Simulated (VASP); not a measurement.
Runs of VASP 6.6.1 on InAs. The structure is that of space group F-43m (No. 216), or close to it. The cells are those of the table. 

```tsv
task	cell	k mesh	gap on the mesh (eV)	pressure (GPa)	relaxed volume (Å³/atom)
relaxation of cell and atoms	relaxed from a = 4.372 Å, angles 60.0°, 2 atoms	12 × 12 × 12	none	0.0	29.65
single point	a = 4.372 Å, angles 60.0°, 2 atoms	6 × 6 × 6	none	(a)	-
single point	a = 4.082 Å, angles 60.0°, 2 atoms	6 × 6 × 6	0.52	16.5	-
single point	a = 4.372 Å, angles 60.0°, 2 atoms	12 × 12 × 12	none	0.1	-
relaxation of cell and atoms	relaxed from a = 4.082 Å, angles 60.0°, 2 atoms	6 × 6 × 6	none	0.0	29.65
```

Alike in all rows: level PBE; potentials or basis VASP PAW PBE potentials, release 64 (In_d, As); no spin polarisation; cutoff (eV) 500; smearing gaussian 0.1 eV.

Question: Estimate the missing entries.

Answer: (a) 0.2.

Caveats: spin-orbit coupling is left out, which moves the levels of the heavy elements; the volume moved by over 15 % at a fixed basis, so the end points are rough (some runs).

A k mesh can miss the band edges, and the runs leave out spin-orbit coupling on As, In.

A gap of «none» marks levels without a gap at the run's occupations.
